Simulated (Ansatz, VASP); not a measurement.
**SnO: VASP beside Ansatz**

The input INCAR:

```
PREC = Accurate
ENCUT = 520
EDIFF = 1E-6
ISMEAR = -1
SIGMA = 0.02
LREAL = False
LASPH = True
NELM = 60
ALGO = Normal
ISIF = 2
LWAVE = False
LCHARG = False
GGA = PE
NBANDS = 17
```

Contents of KPOINTS:

```
Automatic mesh
0
Gamma
  8 8 8
```

The input POSCAR:

```
SnO
1.0
    0.0000000000      2.7393591945      2.7393591945
    2.7393591945      0.0000000000      2.7393591945
    2.7393591945      2.7393591945      0.0000000000
Sn O
1 1
Direct
    0.0000000000      0.0000000000      0.0000000000
    0.2500000000      0.2500000000      0.2500000000
```

Input for Ansatz:

```yaml
crystal:
  lattice:
    - [0.0, 2.7393591945, 2.7393591945]
    - [2.7393591945, 0.0, 2.7393591945]
    - [2.7393591945, 2.7393591945, 0.0]
  atoms:
    - { symbol: Sn, position: [0.0, 0.0, 0.0] }
    - { symbol: O, position: [0.25, 0.25, 0.25] }
kpoints:
  mp_grid: { grid: [8, 8, 8] }
  band_path:
    path:
      - [0.0, 0.0, 0.0]
      - [-0.5, -0.5, 0.0]
      - [-0.375, -0.375, 0.25]
      - [-0.375, 0.0, 0.375]
      - [0.0, 0.0, 0.5]
      - [-0.5, -0.25, 0.25]
      - [-0.5, -0.4, 0.1]
    npoints: 1
hamiltonian:
  xc: pbe
scf:
  occupations: { method: fermi_dirac, width: 0.02 }
  n_extra_bands: 4
output:
  forces: true
  stress: true
  eigenvalues: true
```

Change from the starting cell: hydrostatic strain +1.1%.

Alike in both runs: task single point; functional PBE; k mesh 8 × 8 × 8; occupations fermi-dirac, width 0.02 eV; no spin polarisation.

|  | VASP | Ansatz |
| --- | --- | --- |
| version | VASP 6.6.1 | Ansatz 0.2.0 |
| potentials or method | VASP PAW PBE potentials, release 64 (Sn_d, O) | plane waves, PAW |
| plane-wave cutoff (eV) | 520 | 420 |
| valence electrons in the cell | 20 | 20 |

```csv
,VASP,Ansatz,Ansatz less VASP
pressure (GPa),0.2,0.2,-0.03
```

The functional is the same, so the differences come from potentials, cutoffs and numerics.
